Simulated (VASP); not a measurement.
# W (Im-3m) in VASP: notebook

Runs on W. Level: PBE. Tasks: single point.

Everything below comes from runs of VASP 6.6.1. Logs are shortened: lines on timing, memory, paths and dates and some standing lists are left out, and cuts for length are marked.

## Step 1: The cell of the first run

It takes space group Im-3m (No. 229, cubic). Conventional cell: a = 3.206 Å, b = 3.206 Å, c = 3.206 Å, α = 90.00°, β = 90.00°, γ = 90.00°. W (site symmetry m-3m) has 14 W at 2.78 to 3.21 Å within 3.7 Å.

## Step 2: Single point, PBE

File INCAR:

```
PREC = Accurate
ENCUT = 520
EDIFF = 1E-7
ISMEAR = -1
SIGMA = 0.06122561905347299
LREAL = F
LASPH = T
NELM = 100
ALGO = Normal
ISIF = 2
LWAVE = F
LCHARG = T
GGA = PE
LELF = T
LVHAR = T
NBANDS = 13
```

File KPOINTS:

```
Automatic mesh
0
Gamma
  16 16 16
```

File POSCAR:

```
W
1.0
   -1.6027866491      1.6027866491      1.6027866491
    1.6027866491     -1.6027866491      1.6027866491
    1.6027866491      1.6027866491     -1.6027866491
W
1
Direct
    0.0000000000      0.0000000000      0.0000000000
```

Potentials or basis: VASP PAW PBE potentials, release 64 (W_sv).

On the command line:

```
cat potpaw_PBE.64/W_sv/POTCAR > POTCAR
mpirun -np 1 vasp_std > vasp.out
```

OUTCAR:

```text
PREC = Accurate
   ENCUT = 520
   EDIFF = 1E-7
   ISMEAR = -1
   LREAL = F
   LASPH = T
   NELM = 100
   ISIF = 2
   GGA = PE

 ion  position               nearest neighbor table
   1  0.000  0.000  0.000-

  LATTYP: Found a body centered cubic cell.
 ALAT       =     3.2055732982

  Lattice vectors:

 A1 = (  -1.6027866491,   1.6027866491,   1.6027866491)
 A2 = (   1.6027866491,  -1.6027866491,   1.6027866491)
 A3 = (   1.6027866491,   1.6027866491,  -1.6027866491)

Analysis of symmetry for initial positions (statically):
=====================================================================
 Subroutine PRICEL returns:
 Original cell was already a primitive cell.

 Routine SETGRP: Setting up the symmetry group for a
 body centered cubic supercell.

 Subroutine GETGRP returns: Found 48 space group operations
 (whereof 48 operations were pure point group operations)
 out of a pool of 48 trial point group operations.

The static configuration has the point symmetry O_h .

Analysis of symmetry for dynamics (positions and initial velocities):
=====================================================================
 Subroutine PRICEL returns:
 Original cell was already a primitive cell.

 Routine SETGRP: Setting up the symmetry group for a
 body centered cubic supercell.

 Subroutine GETGRP returns: Found 48 space group operations
 (whereof 48 operations were pure point group operations)
 out of a pool of 48 trial point group operations.

The dynamic configuration has the point symmetry O_h .

 Subroutine INISYM returns: Found 48 space group operations
 (whereof 48 operations are pure point group operations),
 and found     1 'primitive' translations

----------------------------------------------------------------------------------------

                                     Primitive cell

  volume of cell :      16.4698

  direct lattice vectors                    reciprocal lattice vectors
    -1.602786649  1.602786649  1.602786649     0.000000000  0.311956679  0.311956679
     1.602786649 -1.602786649  1.602786649     0.311956679  0.000000000  0.311956679
     1.602786649  1.602786649 -1.602786649     0.311956679  0.311956679  0.000000000

  length of vectors
     2.776107910  2.776107910  2.776107910     0.441173366  0.441173366  0.441173366

  position of ions in fractional coordinates (direct lattice)
     0.000000000  0.000000000  0.000000000

  ion indices of the primitive-cell ions
   primitive index   ion index
                 1           1

----------------------------------------------------------------------------------------

 KPOINTS: Automatic mesh

Automatic generation of k-mesh.
 Grid dimensions read from file:
 generate k-points for:   16   16   16

 Generating k-lattice:

  Cartesian coordinates                     Fractional coordinates (reciprocal lattice)
     0.000000000  0.019497292  0.019497292     0.062500000  0.000000000  0.000000000
     0.019497292  0.000000000  0.019497292     0.000000000  0.062500000  0.000000000
     0.019497292  0.019497292  0.000000000     0.000000000  0.000000000  0.062500000

  Length of vectors
     0.027573335  0.027573335  0.027573335

  Shift w.r.t. Gamma in fractional coordinates (k-lattice)
     0.000000000  0.000000000  0.000000000

 Subroutine IBZKPT returns following result:
 ===========================================

 Found    145 irreducible k-points:

 Following reciprocal coordinates:
            Coordinates               Weight
  0.000000  0.000000  0.000000      1.000000
  0.062500  0.000000  0.000000     12.000000
  0.125000  0.000000  0.000000     12.000000
  0.187500  0.000000  0.000000     12.000000
  0.250000  0.000000  0.000000     12.000000
  0.312500  0.000000  0.000000     12.000000
[... 16 lines left out ...]
  0.187500  0.187500  0.000000     24.000000
  0.250000  0.187500 -0.000000     48.000000
 [... further k-points ...]
   k-points           NKPTS =    145   k-points in BZ     NKDIM =    145   number of bands    NBANDS=     13
   number of dos      NEDOS =    301   number of ions     NIONS =      1
   total plane-waves  NPLWV =  13824
   dimension x,y,z NGX =    24 NGY =   24 NGZ =   24
   dimension x,y,z NGXF=    48 NGYF=   48 NGZF=   48
   ions per type =               1
   NGX,Y,Z   is equivalent  to a cutoff of  14.37, 14.37, 14.37 a.u.
   NGXF,Y,Z  is equivalent  to a cutoff of  28.74, 28.74, 28.74 a.u.
 SYSTEM =  unknown system
   PREC   = accura    normal or accurate (medium, high low for compatibility)
   ISTART =      0    job   : 0-new  1-cont  2-samecut
   ICHARG =      2    charge: 1-file 2-atom 10-const
   ISPIN  =      1    spin polarized calculation?
   LNONCOLLINEAR =      F non collinear calculations
   LSORBIT =      F    spin-orbit coupling
   LASPH  =      T    aspherical Exc in radial PAW
   ENCUT  =  520.0 eV  38.22 Ry    6.18 a.u.   5.16  5.16  5.16*2*pi/ulx,y,z
   NELM   =    100;   NELMIN=  2; NELMDL= -5     # of ELM steps
   EDIFF  = 0.1E-06   stopping-criterion for ELM
   LREAL  =      F    real-space projection
   EDIFFG = 0.1E-05   stopping-criterion for IOM
   NSW    =      0    number of steps for IOM
   IBRION =     -1    ionic relax: 0-MD 1-quasi-New 2-CG
   NFREE  =      0    steps in history (QN), initial steepest desc. (CG)
   ISIF   =      2    stress and relaxation
   ISYM   =      2    0-nonsym 1-usesym 2-fastsym
   POTIM  = 0.5000    time-step for ionic-motion
   TEBEG  =    0.0;   TEEND  =   0.0 temperature during run
   PSTRESS=    0.0 pullay stress
   NELECT =      14.0000    total number of electrons
   NUPDOWN=      -1.0000    fix difference up-down
   EMIN   =  10.00;   EMAX   =-10.00  energy-range for DOS
   EFERMI =   0.00;   METHOD = LEGACY
   ISMEAR =    -1;   SIGMA  =   0.06  broadening in eV -4-tet -1-fermi 0-gaus
   EFERMI_NEDOS =   21; number of points for ismear=-14 and -15
   IALGO  =     38    algorithm
   IMIX   =      4    mixing-type and parameters
     AMIX     =   0.40;   BMIX     =  1.00
     AMIX_MAG =   1.60;   BMIX_MAG =  1.00
  volume/ion in A,a.u.               =      16.47       111.14
  Fermi-wavevector in a.u.,A,eV,Ry     =   1.550798  2.930583 32.721648  2.404973
  Thomas-Fermi vector in A             =   2.655409
   LORBIT       =      0    0 simple, 1 ext, 2 COOP (PROOUT), +10 PAW based schemes
   GGA     = PE    functional components
   LHFCALC =     F    Hartree Fock is set to
   AEXX    =    0.0000 exact exchange contribution
   IVDW    =     0    specifies the selected vdW correction
   LEPSILON=     F    determine dielectric tensor
   LRPA    =     F    only Hartree local field effects (RPA)
 non-spin polarized calculation
  energy-cutoff  :      520.00
  volume of cell :       16.47
 maximum number of plane-waves:       466
 NGX is ok and might be reduce to    24
   NGX = 11   NGY = 11   NGZ = 11

 number of electron      14.0000001 magnetization

 Free energy of the ion-electron system (eV)
  ---------------------------------------------------
  ext. energy  EPLUGINS =         0.00000000
  ---------------------------------------------------
  free energy    TOTEN  =       -12.95480707 eV

  energy without entropy =      -12.94806101  energy(sigma->0) =      -12.95143404

 E-fermi :  10.9168     XC(G=0): -13.4253

 val. band max:       10.9082101003   @ k =  -0.1250   0.1875   0.0625
 cond. band min:      10.9214815987   @ k =   0.4375   0.0000   0.0000
 fundamental gap:      0.0132714985
 Fermi energy:        10.9167875514

 k-point     1 :       0.0000    0.0000    0.0000
  band No.  band energies     occupation
      1     -63.3381      2.00000
      2     -26.9530      2.00000
      3     -26.9530      2.00000
      4     -26.9530      2.00000
      5       1.4737      2.00000
      6       9.7305      2.00000
      7       9.7305      2.00000
      8       9.7305      2.00000
      9      13.0684      0.00000
     10      13.0684      0.00000
     11      25.3261      0.00000
     12      25.3261      0.00000
     13      25.3261      0.00000

 k-point     2 :       0.0625    0.0000    0.0000
  band No.  band energies     occupation
      1     -63.3339      2.00000
      2     -26.9993      2.00000
      3     -26.9676      2.00000
      4     -26.9531      2.00000
      5       1.6545      2.00000
      6       9.6218      2.00000
      7       9.7057      2.00000
      8       9.9040      2.00000
      9      12.8977      0.00000
     10      13.0700      0.00000
     11      25.4774      0.00000
     12      25.6342      0.00000
     13      25.7553      0.00000

 k-point     3 :       0.1250    0.0000    0.0000
  band No.  band energies     occupation
      1     -63.3217      2.00000
      2     -27.1299      2.00000
      3     -27.0090      2.00000
      4     -26.9536      2.00000
      5       2.1724      2.00000
      6       9.3271      2.00000
      7       9.5921      2.00000
      8      10.4174      1.99943
      9      12.5620      0.00000
     10      13.0853      0.00000
     11      25.8272      0.00000
     12      26.5243      0.00000
     13      26.7891      0.00000
[... 305 lines left out ...]
 k-point    23 :       0.1875    0.1875    0.0000
  band No.  band energies     occupation
      1     -63.2552      2.00000
      2     -27.7313      2.00000
      3     -27.2287      2.00000
      4     -27.0355      2.00000
      5       5.0798      2.00000
      6       8.1730      2.00000
      7       8.5041      2.00000
      8      12.1629      0.00000
      9      13.7643      0.00000
     10      14.4322      0.00000
     11      24.4387      0.00000
     12      26.7320      0.00000
     13      28.8009      0.00000

 k-point    24 :       0.2500    0.1875   -0.0000
  band No.  band energies     occupation
      1     -63.2381      2.00000
      2     -27.8446      2.00000
      3     -27.3241      2.00000
      4     -27.0505      2.00000
      5       5.6880      2.00000
      6       7.9124      2.00000
      7       8.6467      2.00000
      8      12.4089      0.00000
      9      13.8489      0.00000
     10      15.9332      0.00000
     11      22.9215      0.00000
     12      25.7083      0.00000
     13      27.5339      0.00000

 [... further k-points ...]

------------------------ aborting loop because EDIFF is reached ----------------------------------------

  FORCE on cell =-STRESS in cart. coord.  units (eV):
  Direction    XX          YY          ZZ          XY          YZ          ZX
  --------------------------------------------------------------------------------------
  -------------------------------------------------------------------------------------
  Total       -0.5839606     -0.5839606     -0.5839606     -0.0000000     -0.0000000     -0.0000000
  in kB      -56.8076756    -56.8076756    -56.8076756     -0.0000000     -0.0000000     -0.0000000
  external PRESSURE =     -56.8076756 kB  Pullay stress =       0.0000000 kB

 VOLUME and BASIS-vectors are now :
 -----------------------------------------------------------------------------
  energy-cutoff  :      520.00
  volume of cell :       16.47
      direct lattice vectors                 reciprocal lattice vectors
    -1.602786649  1.602786649  1.602786649     0.000000000  0.311956679  0.311956679
     1.602786649 -1.602786649  1.602786649     0.311956679  0.000000000  0.311956679
     1.602786649  1.602786649 -1.602786649     0.311956679  0.311956679  0.000000000

 POSITION                                       TOTAL-FORCE (eV/Angst)
 -----------------------------------------------------------------------------------
      0.00000      0.00000      0.00000        -0.000000     -0.000000      0.000000
 -----------------------------------------------------------------------------------
    total drift:                                0.000000      0.000000      0.000000

  FREE ENERGIE OF THE ION-ELECTRON SYSTEM (eV)
  ---------------------------------------------------
  free  energy   TOTEN  =       -12.9548070698 eV

  energy  without entropy=      -12.9480610119  energy(sigma->0) =      -12.95143404
```

It took 42 s on 1 thread of Intel Xeon 8259CL, shared host; peak memory 0.16 GiB.

What came out:

```yaml
Free_energy: -12.9548 eV
Pressure: -5.7 GPa
Band_gap_on_the_k_mesh: zero (band 7 reaches 15.79 eV, above the bottom of band 8 at 9.73 eV)
```

Caveat: spin-orbit coupling is left out, which moves the levels of the heavy elements.

## Step 3: Single point, PBE

This run uses another cell than the first one, of 16.79 Å³/atom, 1.020 times its volume.

File INCAR:

```
SYSTEM = W
PREC = Accurate
ENCUT = 520
EDIFF = 1E-7
ISMEAR = -1
SIGMA = 0.06122561905347299
LREAL = .FALSE.
LASPH = .TRUE.
NELM = 100
ALGO = Normal
ISIF = 2
LWAVE = .FALSE.
LCHARG = .FALSE.
GGA = PE
NBANDS = 13
```

File KPOINTS:

```
Automatic mesh
0
G
  16 16 16
  0 0 0
```

File POSCAR:

```
W
1.0
   -1.6131946463      1.6131946463      1.6131946463
    1.6131946463     -1.6131946463      1.6131946463
    1.6131946463      1.6131946463     -1.6131946463
W
1
Direct
    0.0000000000      0.0000000000      0.0000000000
```

Potentials or basis: VASP PAW PBE potentials, release 64 (W_sv).

On the command line:

```
cat potpaw_PBE.64/W_sv/POTCAR > POTCAR
mpirun -np 1 vasp_std > vasp.out
```

Run time: 40 s. Hardware: 1 thread of Intel Xeon 8259CL, shared host; peak memory 0.16 GiB.

It converged, with:

| Quantity | Value |
| --- | --- |
| Free energy | -12.9382 eV |
| Pressure | -10.9 GPa |
| Band gap on the k mesh | zero (band 7 reaches 15.38 eV, above the bottom of band 8 at 9.49 eV) |

Levels at points of the mesh, in eV from the Fermi level:
| k point | band 4 | band 5 | band 6 | band 7 | band 8 | band 9 | band 10 | band 11 |
| --- | --- | --- | --- | --- | --- | --- | --- | --- |
| (0.00, 0.00, 0.00) | -37.92 | -9.33 | -1.15 | -1.15 | -1.15 | 2.11 | 2.11 | 14.37 |
| (0.50, 0.00, 0.00) | -37.92 | -5.92 | -3.31 | 0.49 | 1.97 | 2.88 | 5.64 | 10.16 |
| (0.50, 0.50, 0.50) | -38.67 | -5.40 | -5.40 | 4.75 | 4.75 | 4.75 | 7.79 | 7.79 |

Caveat: spin-orbit coupling is left out, which moves the levels of the heavy elements.
